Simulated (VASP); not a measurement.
Input of a VASP 6.6.1 run:

Contents of INCAR:

```
SYSTEM = CaO
PREC = Accurate
ENCUT = 600
EDIFF = 1E-7
ISMEAR = -1
SIGMA = 0.05
LREAL = .FALSE.
LASPH = .TRUE.
NELM = 100
ALGO = Normal
ISIF = 3
LWAVE = .FALSE.
LCHARG = .FALSE.
GGA = B5
ALDAX = 1.0
AGGAX = 1.0
AGGAC = 1.0
ALDAC = 0.0
IVDW = 12
VDW_S6 = 1.0
VDW_S8 = 2.6996
VDW_A1 = 0.4298
VDW_A2 = 4.2359
IBRION = 2
NSW = 80
EDIFFG = -0.02
```

KPOINTS

```
Automatic mesh
0
G
  10 10 10
  0 0 0
```

The input POSCAR:

```
CaO
1.0
    0.0000000000      2.4035556960      2.4035556960
    2.4035556960      0.0000000000      2.4035556960
    2.4035556960      2.4035556960      0.0000000000
Ca O
1 1
Direct
    0.0000000000      0.0000000000      0.0000000000
    0.5000000000      0.5000000000      0.5000000000
```

Potentials or basis: VASP PAW PBE potentials, release 64 (Ca_sv, O).

Launch:

```sh
$ cat potpaw_PBE.64/Ca_sv/POTCAR potpaw_PBE.64/O/POTCAR > POTCAR
$ mpirun -np 1 vasp_std > vasp.out
```

(1) What does it give for the band gap on the k mesh?

(2) Predict the dispersion energy per atom.

## Answers

(1) 3.73 eV, indirect (least direct gap 4.09 eV).

(2) -0.641 eV.
